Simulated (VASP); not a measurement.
Write the native input for VASP 6.6.1 that does the following.

- Task: single point
- Functional: BLYP
- Potentials or basis: VASP PAW PBE potentials, release 64 (Ag, Rh_pv)
- Cutoff: 520 eV
- k mesh: 11 × 11 × 6
- Occupations: methfessel-paxton, width 0.1 eV
- Spin: no spin polarisation
- Dipole correction: no
- Further INCAR settings: ALGO = Normal; EDIFF = 1e-06; NBANDS = 20

The structure of AgRh lies in POSCAR:

```
AgRh
1.0
    2.8320645439      0.0000000000      0.0000000000
   -1.4160322720      2.4526398402      0.0000000000
    0.0000000000      0.0000000000      4.9029122571
Ag Rh
1 1
Direct
    0.0000000000      0.0000000000      0.5000000000
    0.6666666667      0.3333333333      0.0000000000
```

One way to write it, as run:

INCAR

```
PREC = Accurate
ENCUT = 520
EDIFF = 1E-6
ISMEAR = 1
SIGMA = 0.1
LREAL = F
LASPH = T
NELM = 100
ALGO = Normal
ISIF = 2
LWAVE = F
LCHARG = F
GGA = B5
ALDAX = 1.0
AGGAX = 1.0
AGGAC = 1.0
ALDAC = 0.0
NBANDS = 20
```

KPOINTS

```
Automatic mesh
0
Gamma
  11 11 6
```

Potentials or basis: VASP PAW PBE potentials, release 64 (Ag, Rh_pv).

The run is started by

```sh
$ cat potpaw_PBE.64/Ag/POTCAR potpaw_PBE.64/Rh_pv/POTCAR > POTCAR
$ mpirun -np 1 vasp_std > vasp.out
```

Results of the run:

```json
{
  "Pressure": "-1.1 GPa",
  "Band gap on the k mesh": "zero (bands 13 and 14 overlap by 1.19 eV)"
}
```

Caveat: the PAW data sets were made with another functional, which shifts forces and pressure a little.

Wall time 46 s on 1 thread of Intel Xeon 8259CL, with other jobs on the host, peak memory 0.19 GiB.
